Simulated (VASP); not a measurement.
# WAu (F-43m) in VASP: notebook

Aim: see how the results for WAu move with the level of theory and the settings. Levels: revPBE+D4, BLYP+D3(BJ), revPBE+D3(BJ). Tasks: single point, relaxation of cell and atoms.

Everything below comes from runs of VASP 6.6.1. Logs are shortened: lines on timing, memory, paths and dates and some standing lists are left out, and cuts for length are marked.

**1. The cell of the first run**

Symmetry: F-43m, No. 216, cubic system. Conventional cell: a = 5.760 Å, b = 5.760 Å, c = 5.760 Å, α = 90.00°, β = 90.00°, γ = 90.00°. Within 3.3 Å of W (site symmetry -43m) lie 4 Au at 2.49 Å. Within 3.3 Å of Au (site symmetry -43m) lie 4 W at 2.49 Å.

**2. Single point, revPBE+D4**

INCAR

```
SYSTEM = WAu
PREC = Accurate ; ENCUT = 520
EDIFF = 1E-6 ; ISMEAR = -1
SIGMA = 0.05 ; LREAL = .FALSE.
LASPH = .TRUE. ; NELM = 100
ALGO = Normal ; ISIF = 2
LWAVE = .FALSE. ; LCHARG = .FALSE.
GGA = RE ; IVDW = 13
NBANDS = 20
```

KPOINTS

```
Automatic mesh
0
G
  8 8 8
  0 0 0
```

POSCAR

```
WAu
1.0
    0.0000000000      2.8799201924      2.8799201924
    2.8799201924      0.0000000000      2.8799201924
    2.8799201924      2.8799201924      0.0000000000
W Au
1 1
Direct
    0.0000000000      0.0000000000      0.0000000000
    0.7500000000      0.7500000000      0.7500000000
```

Potentials or basis: VASP PAW PBE potentials, release 64 (W_sv, Au).

Run with:

```bash
$ cat potpaw_PBE.64/W_sv/POTCAR potpaw_PBE.64/Au/POTCAR > POTCAR
$ mpirun -np 1 vasp_std > vasp.out
```

OUTCAR:

```text
SYSTEM = WAu
   PREC = Accurate
   ENCUT = 520
   EDIFF = 1E-6
   ISMEAR = -1
   LREAL = .FALSE.
   LASPH = .TRUE.
   NELM = 100
   ISIF = 2
   GGA = RE
   IVDW = 13

 ion  position               nearest neighbor table
   1  0.000  0.000  0.000-   2 2.49   2 2.49   2 2.49   2 2.49
   2  0.750  0.750  0.750-   1 2.49   1 2.49   1 2.49   1 2.49

  LATTYP: Found a face centered cubic cell.
 ALAT       =     5.7598403848

  Lattice vectors:

 A1 = (   0.0000000000,   2.8799201924,   2.8799201924)
 A2 = (   2.8799201924,   0.0000000000,   2.8799201924)
 A3 = (   2.8799201924,   2.8799201924,   0.0000000000)

Analysis of symmetry for initial positions (statically):
=====================================================================
 Subroutine PRICEL returns:
 Original cell was already a primitive cell.

 Routine SETGRP: Setting up the symmetry group for a
 face centered cubic supercell.

 Subroutine GETGRP returns: Found 24 space group operations
 (whereof 24 operations were pure point group operations)
 out of a pool of 48 trial point group operations.

The static configuration has the point symmetry T_d .

Analysis of symmetry for dynamics (positions and initial velocities):
=====================================================================
 Subroutine PRICEL returns:
 Original cell was already a primitive cell.

 Routine SETGRP: Setting up the symmetry group for a
 face centered cubic supercell.

 Subroutine GETGRP returns: Found 24 space group operations
 (whereof 24 operations were pure point group operations)
 out of a pool of 48 trial point group operations.

The dynamic configuration has the point symmetry T_d .

 Subroutine INISYM returns: Found 24 space group operations
 (whereof 24 operations are pure point group operations),
 and found     1 'primitive' translations

----------------------------------------------------------------------------------------

                                     Primitive cell

  volume of cell :      47.7718

  direct lattice vectors                    reciprocal lattice vectors
     0.000000000  2.879920192  2.879920192    -0.173615922  0.173615922  0.173615922
     2.879920192  0.000000000  2.879920192     0.173615922 -0.173615922  0.173615922
     2.879920192  2.879920192  0.000000000     0.173615922  0.173615922 -0.173615922

  length of vectors
     4.072822195  4.072822195  4.072822195     0.300711598  0.300711598  0.300711598

  position of ions in fractional coordinates (direct lattice)
     0.000000000  0.000000000  0.000000000
[... 75 lines left out ...]
   LASPH  =      T    aspherical Exc in radial PAW
   ENCUT  =  520.0 eV  38.22 Ry    6.18 a.u.   7.57  7.57  7.57*2*pi/ulx,y,z
   NELM   =    100;   NELMIN=  2; NELMDL= -5     # of ELM steps
   EDIFF  = 0.1E-05   stopping-criterion for ELM
   LREAL  =      F    real-space projection
   EDIFFG = 0.1E-04   stopping-criterion for IOM
   NSW    =      0    number of steps for IOM
   IBRION =     -1    ionic relax: 0-MD 1-quasi-New 2-CG
   NFREE  =      0    steps in history (QN), initial steepest desc. (CG)
   ISIF   =      2    stress and relaxation
   ISYM   =      2    0-nonsym 1-usesym 2-fastsym
   POTIM  = 0.5000    time-step for ionic-motion
   TEBEG  =    0.0;   TEEND  =   0.0 temperature during run
   PSTRESS=    0.0 pullay stress
   NELECT =      25.0000    total number of electrons
   NUPDOWN=      -1.0000    fix difference up-down
   EMIN   =  10.00;   EMAX   =-10.00  energy-range for DOS
   EFERMI =   0.00;   METHOD = LEGACY
   ISMEAR =    -1;   SIGMA  =   0.05  broadening in eV -4-tet -1-fermi 0-gaus
   EFERMI_NEDOS =   21; number of points for ismear=-14 and -15
   IALGO  =     38    algorithm
   IMIX   =      4    mixing-type and parameters
     AMIX     =   0.40;   BMIX     =  1.00
     AMIX_MAG =   1.60;   BMIX_MAG =  1.00
  volume/ion in A,a.u.               =      23.89       161.19
  Fermi-wavevector in a.u.,A,eV,Ry     =   1.319262  2.493044 23.680290  1.740452
  Thomas-Fermi vector in A             =   2.449173
   LORBIT       =      0    0 simple, 1 ext, 2 COOP (PROOUT), +10 PAW based schemes
   GGA     = RE    functional components
   LHFCALC =     F    Hartree Fock is set to
   AEXX    =    0.0000 exact exchange contribution
   IVDW    =    13    specifies the selected vdW correction
   LEPSILON=     F    determine dielectric tensor
   LRPA    =     F    only Hartree local field effects (RPA)
 non-spin polarized calculation
  energy-cutoff  :      520.00
  volume of cell :       47.77
 maximum number of plane-waves:      1305
   NGX = 15   NGY = 15   NGZ = 15

 number of electron      25.0000000 magnetization

 Free energy of the ion-electron system (eV)
  ---------------------------------------------------
  ext. energy  EPLUGINS =         0.00000000
  ---------------------------------------------------
  free energy    TOTEN  =       -11.40367242 eV

  energy without entropy =      -11.38492481  energy(sigma->0) =      -11.39429862

 E-fermi :   6.0296     XC(G=0): -10.7369

 val. band max:        5.9946932785   @ k =  -0.3750   0.2500   0.1250
 cond. band min:       6.0696006074   @ k =   0.3750   0.2500   0.0000
 fundamental gap:      0.0749073290
 Fermi energy:         6.0296275296

 k-point     1 :       0.0000    0.0000    0.0000
  band No.  band energies     occupation
      1     -68.2814      2.00000
      2     -32.4867      2.00000
      3     -32.4867      2.00000
      4     -32.4867      2.00000
      5      -1.6486      2.00000
      6       0.1425      2.00000
[... 541 lines left out ...]
     19      15.9250      0.00000
     20      19.0109      0.00000

 [... further k-points ...]

------------------------ aborting loop because EDIFF is reached ----------------------------------------

  DFT-D4 for vdW energy calculation

  Edisp (eV):   -1.72197

  FORCE on cell =-STRESS in cart. coord.  units (eV):
  Direction    XX          YY          ZZ          XY          YZ          ZX
  --------------------------------------------------------------------------------------
  -------------------------------------------------------------------------------------
  Total       0.01871     0.01871     0.01871     0.00000     0.00000     0.00000
  in kB       0.62747     0.62747     0.62747     0.00000     0.00000     0.00000
  external pressure =        0.63 kB  Pullay stress =        0.00 kB

 VOLUME and BASIS-vectors are now :
 -----------------------------------------------------------------------------
  energy-cutoff  :      520.00
  volume of cell :       47.77
      direct lattice vectors                 reciprocal lattice vectors
     0.000000000  2.879920192  2.879920192    -0.173615922  0.173615922  0.173615922
     2.879920192  0.000000000  2.879920192     0.173615922 -0.173615922  0.173615922
     2.879920192  2.879920192  0.000000000     0.173615922  0.173615922 -0.173615922

 POSITION                                       TOTAL-FORCE (eV/Angst)
 -----------------------------------------------------------------------------------
      0.00000      0.00000      0.00000         0.000000      0.000000      0.000000
      4.31988      4.31988      4.31988        -0.000000     -0.000000     -0.000000
 -----------------------------------------------------------------------------------
    total drift:                                0.000001      0.000001      0.000001

  FREE ENERGIE OF THE ION-ELECTRON SYSTEM (eV)
  ---------------------------------------------------
  free  energy   TOTEN  =       -13.1256410984 eV

  energy  without entropy=      -13.1068934881  energy(sigma->0) =      -13.11626729
```

Run time: 39 s. Hardware: 1 thread of Intel Xeon Platinum 8259CL at 2.50GHz (Skylake/Cascade Lake), shared host; peak memory 0.18 GiB.

Results:

```yaml
Free_energy: -13.1256 eV
Pressure: 0.1 GPa
Dispersion_energy_per_atom: -0.861 eV
```

Levels at points of the mesh, in eV from the Fermi level:
| k point | band 11 | band 12 | band 13 | band 14 | band 15 | band 16 |
| --- | --- | --- | --- | --- | --- | --- |
| (0.00, 0.00, 0.00) | -0.75 | -0.75 | -0.75 | 1.61 | 1.61 | 8.52 |
| (0.50, 0.00, 0.00) | -1.89 | -0.25 | -0.25 | 1.43 | 1.43 | 2.09 |
| (0.50, 0.50, 0.00) | -2.82 | 0.38 | 1.29 | 1.53 | 1.53 | 2.86 |

Caveat: the PAW data sets were made with another functional, which shifts forces and pressure a little; spin-orbit coupling is left out, which moves the levels of the heavy elements; pairwise dispersion overbinds metals, which lowers pressure and volume.

**3. Single point, BLYP+D3(BJ)**

This run uses another cell than the first one, of 24.06 Å³/atom, 1.007 times its volume.

INCAR

```
AGGAC = 1.0
AGGAX = 1.0
ALDAC = 0.0
ALDAX = 1.0
ALGO = Normal
EDIFF = 1E-6
ENCUT = 520
GGA = B5
ISIF = 2
ISMEAR = -1
IVDW = 12
LASPH = True
LCHARG = True
LELF = True
LREAL = False
LVHAR = True
LWAVE = False
NBANDS = 20
NELM = 80
PREC = Accurate
SIGMA = 0.05
VDW_A1 = 0.4298
VDW_A2 = 4.2359
VDW_S6 = 1.0
VDW_S8 = 2.6996
```

KPOINTS

```
k-points
0
Gamma
  8 8 8
```

POSCAR

```
WAu
1.0
    0.0000000000      2.8868824278      2.8868824278
    2.8868824278      0.0000000000      2.8868824278
    2.8868824278      2.8868824278      0.0000000000
W Au
1 1
Direct
    0.0000000000      0.0000000000      0.0000000000
    0.7500000000      0.7500000000      0.7500000000
```

Potentials or basis: VASP PAW PBE potentials, release 64 (W_sv, Au).

Run with:

```bash
$ cat potpaw_PBE.64/W_sv/POTCAR potpaw_PBE.64/Au/POTCAR > POTCAR
$ mpirun -np 1 vasp_std > vasp.out
```

Run time: 55 s. Hardware: 1 thread of Intel Xeon Platinum 8259CL at 2.50GHz (Skylake/Cascade Lake), shared host; peak memory 0.19 GiB.

Results (log left out):

| Property | Result |
| --- | --- |
| Free energy | -13.2143 eV |
| Pressure | 0.9 GPa |
| Dispersion energy per atom | -1.314 eV |

Levels at points of the mesh, in eV from the Fermi level:
```csv
k point,band 9,band 10,band 11,band 12,band 13,band 14,band 15,band 16,band 17,band 18
"(0.00, 0.00, 0.00)",-5.75,-5.75,-0.79,-0.79,-0.79,1.55,1.55,8.73,11.39,11.39
"(0.50, 0.00, 0.00)",-5.68,-5.06,-1.74,-0.28,-0.28,1.36,1.36,2.03,7.95,7.95
"(0.50, 0.50, 0.00)",-5.15,-4.03,-2.75,0.33,1.34,1.47,1.47,2.80,3.50,3.50
```

Caveat: the PAW data sets were made with another functional, which shifts forces and pressure a little; spin-orbit coupling is left out, which moves the levels of the heavy elements; pairwise dispersion overbinds metals, which lowers pressure and volume.

**4. Relaxation of cell and atoms, revPBE+D3(BJ)**

This run uses another cell than the first one, of 24.62 Å³/atom, 1.031 times its volume.

INCAR

```
  PREC = Accurate
  ENCUT = 600
  EDIFF = 1E-7
  ISMEAR = -1
  SIGMA = 0.05
  LREAL = F
  LASPH = T
  NELM = 80
  ALGO = Normal
  ISIF = 3
  LWAVE = F
  LCHARG = F
  GGA = RE
  IVDW = 12
  IBRION = 2
  NSW = 60
  EDIFFG = -0.01
```

KPOINTS

```
Automatic mesh
0
Gamma
  8 8 8
```

POSCAR

```
WAu
1.0
    0.0000000000      2.9092100000      2.9092100000
    2.9092100000      0.0000000000      2.9092100000
    2.9092100000      2.9092100000      0.0000000000
W Au
1 1
Direct
    0.0000000000      0.0000000000      0.0000000000
    0.7500000000      0.7500000000      0.7500000000
```

Potentials or basis: VASP PAW PBE potentials, release 64 (W_sv, Au).

Run with:

```bash
$ cat potpaw_PBE.64/W_sv/POTCAR potpaw_PBE.64/Au/POTCAR > POTCAR
$ mpirun -np 1 vasp_std > vasp.out
```

OUTCAR:

```text
PREC = Accurate
   ENCUT = 600
   EDIFF = 1E-7
   ISMEAR = -1
   LREAL = F
   LASPH = T
   NELM = 80
   ISIF = 3
   GGA = RE
   IVDW = 12
   IBRION = 2
   NSW = 60
   EDIFFG = -0.01
 IVDW          = 12

 ion  position               nearest neighbor table
   1  0.000  0.000  0.000-   2 2.52   2 2.52   2 2.52   2 2.52
   2  0.750  0.750  0.750-   1 2.52   1 2.52   1 2.52   1 2.52

  LATTYP: Found a face centered cubic cell.
 ALAT       =     5.8184200000

  Lattice vectors:

 A1 = (   0.0000000000,   2.9092100000,   2.9092100000)
 A2 = (   2.9092100000,   0.0000000000,   2.9092100000)
 A3 = (   2.9092100000,   2.9092100000,   0.0000000000)

Analysis of symmetry for initial positions (statically):
=====================================================================
 Subroutine PRICEL returns:
 Original cell was already a primitive cell.

 Routine SETGRP: Setting up the symmetry group for a
 face centered cubic supercell.

 Subroutine GETGRP returns: Found 24 space group operations
 (whereof 24 operations were pure point group operations)
 out of a pool of 48 trial point group operations.

The static configuration has the point symmetry T_d .

Analysis of symmetry for dynamics (positions and initial velocities):
=====================================================================
 Subroutine PRICEL returns:
 Original cell was already a primitive cell.

 Routine SETGRP: Setting up the symmetry group for a
 face centered cubic supercell.

 Subroutine GETGRP returns: Found 24 space group operations
 (whereof 24 operations were pure point group operations)
 out of a pool of 48 trial point group operations.

The dynamic configuration has the point symmetry T_d .

 Subroutine INISYM returns: Found 24 space group operations
 (whereof 24 operations are pure point group operations),
 and found     1 'primitive' translations

----------------------------------------------------------------------------------------

                                     Primitive cell

  volume of cell :      49.2442

  direct lattice vectors                    reciprocal lattice vectors
[... 93 lines left out ...]
   ISIF   =      3    stress and relaxation
   ISYM   =      2    0-nonsym 1-usesym 2-fastsym
   POTIM  = 0.5000    time-step for ionic-motion
   TEBEG  =    0.0;   TEEND  =   0.0 temperature during run
   PSTRESS=    0.0 pullay stress
   NELECT =      25.0000    total number of electrons
   NUPDOWN=      -1.0000    fix difference up-down
   EMIN   =  10.00;   EMAX   =-10.00  energy-range for DOS
   EFERMI =   0.00;   METHOD = LEGACY
   ISMEAR =    -1;   SIGMA  =   0.05  broadening in eV -4-tet -1-fermi 0-gaus
   EFERMI_NEDOS =   21; number of points for ismear=-14 and -15
   IALGO  =     38    algorithm
   IMIX   =      4    mixing-type and parameters
     AMIX     =   0.40;   BMIX     =  1.00
     AMIX_MAG =   1.60;   BMIX_MAG =  1.00
  volume/ion in A,a.u.               =      24.62       166.16
  Fermi-wavevector in a.u.,A,eV,Ry     =   1.305980  2.467944 23.205866  1.705583
  Thomas-Fermi vector in A             =   2.436812
   LORBIT       =      0    0 simple, 1 ext, 2 COOP (PROOUT), +10 PAW based schemes
   GGA     = RE    functional components
   LHFCALC =     F    Hartree Fock is set to
   AEXX    =    0.0000 exact exchange contribution
   IVDW    =    12    specifies the selected vdW correction
   LEPSILON=     F    determine dielectric tensor
   LRPA    =     F    only Hartree local field effects (RPA)
 conjugate gradient relaxation of ions
 non-spin polarized calculation
  energy-cutoff  :      600.00
  volume of cell :       49.24
 maximum number of plane-waves:      1676
 NGX is ok and might be reduce to    36
   NGX = 17   NGY = 17   NGZ = 17

--------------------------------------- Ionic step        1  -------------------------------------------

 number of electron      25.0000001 magnetization

 Free energy of the ion-electron system (eV)
  ---------------------------------------------------
  ext. energy  EPLUGINS =         0.00000000
  ---------------------------------------------------
  free energy    TOTEN  =       -11.43868679 eV

  energy without entropy =      -11.41927908  energy(sigma->0) =      -11.42898294

------------------------ aborting loop because EDIFF is reached ----------------------------------------

 Edisp (eV)   -1.98035

 E8    (eV) :    -1.4538
[... 111 lines left out ...]
--------------------------------------- Ionic step        4  -------------------------------------------

 number of electron      25.0000000 magnetization

 Free energy of the ion-electron system (eV)
  ---------------------------------------------------
  ext. energy  EPLUGINS =         0.00000000
  ---------------------------------------------------
  free energy    TOTEN  =       -11.38897864 eV

  energy without entropy =      -11.37039200  energy(sigma->0) =      -11.37968532

 E-fermi :   6.1133     XC(G=0): -10.7767

 val. band max:        6.0782122292   @ k =  -0.3750   0.2500   0.1250
 cond. band min:       6.1542817263   @ k =   0.3750   0.2500   0.0000
 fundamental gap:      0.0760694971
 Fermi energy:         6.1132670941

 k-point     1 :       0.0000    0.0000    0.0000
  band No.  band energies     occupation
      1     -68.1846      2.00000
      2     -32.3945      2.00000
      3     -32.3945      2.00000
      4     -32.3945      2.00000
      5      -1.6076      2.00000
      6       0.1858      2.00000
[... 433 lines left out ...]
      3     -32.3972      2.00000
      4     -32.3933      2.00000
      5      -0.2219      2.00000
      6      -0.0440      2.00000
[... 8 lines left out ...]
     15       7.9403      0.00000
     16       8.0768      0.00000

 [... further k-points ...]

------------------------ aborting loop because EDIFF is reached ----------------------------------------

 Edisp (eV)   -2.05950

 E8    (eV) :    -1.5119
[... 25 lines left out ...]
  FREE ENERGIE OF THE ION-ELECTRON SYSTEM (eV)
  ---------------------------------------------------
  free  energy   TOTEN  =       -13.4484801553 eV

  energy  without entropy=      -13.4298935071  energy(sigma->0) =      -13.43918683

 reached required accuracy - stopping structural energy minimisation
```

CONTCAR:

```text
WAu
   1.00000000000000
     0.0000000000000000    2.8726020533111689    2.8726020533111689
     2.8726020533111689   -0.0000000000000000    2.8726020533111689
     2.8726020533111689    2.8726020533111689    0.0000000000000000
  W               Au
     1     1
Direct
     0.0000000000000000    1.0000000000000000    1.0000000000000000
     0.7500000000000000    0.7500000000000000    0.7500000000000000

  0.00000000E+00  0.00000000E+00  0.00000000E+00
  0.00000000E+00  0.00000000E+00  0.00000000E+00
```

Run time: 2.4 min. Hardware: 1 thread of Intel Xeon Platinum 8259CL at 2.50GHz (Skylake/Cascade Lake), shared host; peak memory 0.23 GiB.

Results:

```yaml
Free_energy: -13.4485 eV
Relaxed_volume: 23.70 Å³/atom
Relaxed_cell: a = 4.062 Å, b = 4.062 Å, c = 4.062 Å, α = 60.00°, β = 60.00°, γ = 60.00°
Space_group_after_relaxing_to_0.05_Å: F-43m (No. 216)
Energy_gained_by_relaxing: 14.7 meV/atom
Ionic_steps: 4
Pressure_after_relaxing: 0.0 GPa
Dispersion_energy_per_atom: -1.030 eV
```

The path:
```
step  energy change (eV)  largest force (eV/Å)  pressure (GPa)  volume (Å³)
   1              0.0000                0.0000           -4.93        49.24
   2              0.0923                0.0000           12.49        44.04
   3             -0.0294                0.0000           -0.12        47.44
   4             -0.0294                0.0000           -0.02        47.41
```

Final structure:
```
CELL_PARAMETERS angstrom
0.00000 2.87260 2.87260
2.87260 0.00000 2.87260
2.87260 2.87260 0.00000
ATOMIC_POSITIONS crystal
W 0.00000 0.00000 0.00000
Au 0.75000 0.75000 0.75000
```

Levels at points of the mesh, in eV from the Fermi level:
```csv
k point,band 10,band 11,band 12,band 13,band 14,band 15,band 16
"(0.00, 0.00, 0.00)",-5.79,-0.76,-0.76,-0.76,1.64,1.64,8.56
"(0.50, 0.00, 0.00)",-5.10,-1.91,-0.25,-0.25,1.45,1.45,2.12
"(0.50, 0.50, 0.00)",-4.05,-2.84,0.38,1.30,1.56,1.56,2.91
```

Caveat: the PAW data sets were made with another functional, which shifts forces and pressure a little; spin-orbit coupling is left out, which moves the levels of the heavy elements; pairwise dispersion overbinds metals, which lowers pressure and volume.

(Part 1 of 2 ends here.)
